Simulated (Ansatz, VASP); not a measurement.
## Two plane-wave programs on MgO

```
CELL_PARAMETERS angstrom
0.00000 2.10211 2.10211
2.10211 0.00000 2.10211
2.10211 2.10211 0.00000
ATOMIC_POSITIONS crystal
Mg 0.00595 0.99405 0.00595
O 0.50000 0.50000 0.50000
```

Change from the starting cell: all Mg atoms moved +0.025 Å, as atom 1 along Cartesian [0 1 0].

Alike in both runs: task single point; functional r2SCAN; k mesh 10 × 10 × 10; occupations gaussian, width 0.05 eV; no spin polarisation.

```csv
,VASP,Ansatz
version,VASP 6.6.1,Ansatz 0.2.0
potentials or method,"VASP PAW PBE potentials, release 64 (Mg, O), cutoff 520 eV","scalar-relativistic, plane waves, PAW"
valence electrons in the cell,8,16
```

Ansatz gave:

* gap on the k mesh at the Fermi level (eV): 5.69
* least direct gap on the mesh (eV): 5.69
* pressure (GPa): 0.1
* traceless stress, the component that is largest in VASP (GPa): 0.15
* rms of the force components (eV/Å): 0.082

Question: What did VASP give for the same quantities?

Answer: gap on the k mesh at the Fermi level (eV): 5.66; least direct gap on the mesh (eV): 5.66; pressure (GPa): -1.1; traceless stress, the component that is largest in VASP (GPa): 0.15; rms of the force components (eV/Å): 0.082.

VASP's potentials were made for PBE, not for r2SCAN. Atom by atom the forces differ by 0.000 eV/Å (rms over components). VASP's potentials hold 8 valence electrons a cell and Ansatz's 16, so a difference there can come from the potentials and not from the codes.
